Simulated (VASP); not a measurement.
A run of VASP 6.6.1 is set up as follows.

File INCAR:

```
PREC     = Accurate       # precision mode
ENCUT    = 600            # plane-wave cutoff, eV
EDIFF    = 1E-6           # SCF threshold, eV
ISMEAR   = 0              # smearing method
SIGMA    = 0.02           # smearing width, eV
LREAL    = False          # projectors in reciprocal space
LASPH    = True           # aspherical terms in the spheres
NELM     = 100            # most SCF steps
ALGO     = Normal         # electronic algorithm
ISIF     = 3              # what is computed and relaxed
LWAVE    = False          # write WAVECAR
LCHARG   = False          # write CHGCAR
GGA      = PE             # functional
IBRION   = 2              # ionic algorithm
NSW      = 100            # ionic steps
EDIFFG   = -0.005         # ionic threshold
```

The input KPOINTS:

```
regular mesh
0
Gamma
  12 12 12
```

File POSCAR:

```
MoS2
1.0
    1.5925883271      0.9194812993      7.4383316918
   -1.5925883271      0.9194812993      7.4383316918
    0.0000000000     -1.8389625987      7.4383316918
Mo S
1 2
Direct
    0.9997777586      0.9997777586      0.9997777586
    0.4031330892      0.4031330892      0.4031330892
    0.2630901522      0.2630901522      0.2630901522
```

Potentials or basis: VASP PAW PBE potentials, release 64 (Mo_sv, S).

Launch:

```console
$ cat potpaw_PBE.64/Mo_sv/POTCAR potpaw_PBE.64/S/POTCAR > POTCAR
$ mpirun -np 1 vasp_std > vasp.out
```

(1) Predict the space group after relaxing (to 0.05 Å).

(2) Estimate the relaxed cell.

(3) Estimate the relaxed volume.

## Answers

(1) R3m (No. 160).

(2) a = 7.660 Å, b = 7.660 Å, c = 7.660 Å, α = 23.99°, β = 23.99°, γ = 23.99°.

(3) 21.77 Å³/atom.
